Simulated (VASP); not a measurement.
Wanted: the native input for a VASP 6.6.1 run.

```yaml
Task: single point
Functional: r2SCAN
Potentials_or_basis: VASP PAW PBE potentials, release 64 (B, N)
Cutoff: 520 eV
k_mesh: 12 × 12 × 4
Occupations: gaussian, width 0.05 eV
Spin: no spin polarisation
Dipole_correction: no
Further_INCAR_settings: ALGO = Normal; EDIFF = 1e-06; NBANDS = 16
```

The system is BN.

```xyz
4
Lattice="2.5040 0.0000 0.0000 -1.2520 2.1685 0.0000 0.0000 0.0000 6.6612" Properties=species:S:1:pos:R:3 pbc="T T T"
B     0.0000    1.4457    1.6653
B     1.2520    0.7228    4.9959
N    -0.1624    1.3519    4.9959
N     1.0896    0.6291    1.6653
```

This cell differs from its parent crystal: all N atoms moved +0.188 Å, as atom 3 towards its neighbour atom 2 (B) at 1.446 Å.

These files were run (other wordings do the same):

POSCAR

```
BN
1.0
    2.5039917043      0.0000000000      0.0000000000
   -1.2519958522      2.1685204268      0.0000000000
    0.0000000000      0.0000000000      6.6612000000
B N
2 2
Direct
    0.3333333333      0.6666666667      0.2500000000
    0.6666666667      0.3333333333      0.7500000000
    0.2468688492      0.6234344246      0.7500000000
    0.5802021825      0.2901010913      0.2500000000
```

INCAR.step1

```
SYSTEM = BN
PREC     = Accurate       ! precision mode
ENCUT    = 520            ! plane-wave cutoff, eV
ISMEAR   = 0              ! smearing method
SIGMA    = 0.05           ! smearing width, eV
LREAL    = .False.        ! projectors in reciprocal space
LASPH    = .True.         ! aspherical terms in the spheres
NELM     = 60             ! most SCF steps
NBANDS   = 16             ! bands
GGA      = PE             ! functional
ALGO     = Normal         ! electronic algorithm
EDIFF    = 1E-4           ! SCF threshold, eV
LWAVE    = .True.         ! write WAVECAR
LCHARG   = .False.        ! write CHGCAR
```

INCAR.step2

```
SYSTEM = BN
PREC     = Accurate       ! precision mode
ENCUT    = 520            ! plane-wave cutoff, eV
EDIFF    = 1E-6           ! SCF threshold, eV
ISMEAR   = 0              ! smearing method
SIGMA    = 0.05           ! smearing width, eV
LREAL    = .False.        ! projectors in reciprocal space
LASPH    = .True.         ! aspherical terms in the spheres
NELM     = 60             ! most SCF steps
ALGO     = Normal         ! electronic algorithm
ISIF     = 2              ! what is computed and relaxed
LWAVE    = .False.        ! write WAVECAR
LCHARG   = .False.        ! write CHGCAR
METAGGA  = R2SCAN         ! meta-GGA
LMIXTAU  = .True.       
NBANDS   = 16             ! bands
ISTART   = 1
```

KPOINTS

```
regular mesh
0
Gamma
  12 12 4
  0 0 0
```

Potentials or basis: VASP PAW PBE potentials, release 64 (B, N).

The run is started by

```console
$ cat potpaw_PBE.64/B/POTCAR potpaw_PBE.64/N/POTCAR > POTCAR
$ cp INCAR.step1 INCAR
$ mpirun -np 1 vasp_std > vasp.out
$ cp INCAR.step2 INCAR
$ mpirun -np 1 vasp_std > vasp.out
```

Results of the run:

* Pressure: 13.2 GPa
* Largest force: 10.626 eV/Å
* Band gap on the k mesh: 3.45 eV (least direct gap 4.73 eV)

Caveat: the cell differs from its parent crystal (all N atoms moved +0.188 Å, as atom 3 towards its neighbour atom 2 (B) at 1.446 Å); the cell stands under pressure; the PAW data sets were made with another functional, which shifts forces and pressure a little.

It took 110 s on 1 thread of Intel(R) Xeon(R) 6975P-C (Granite Rapids), on a shared host, peak memory 0.19 GiB.
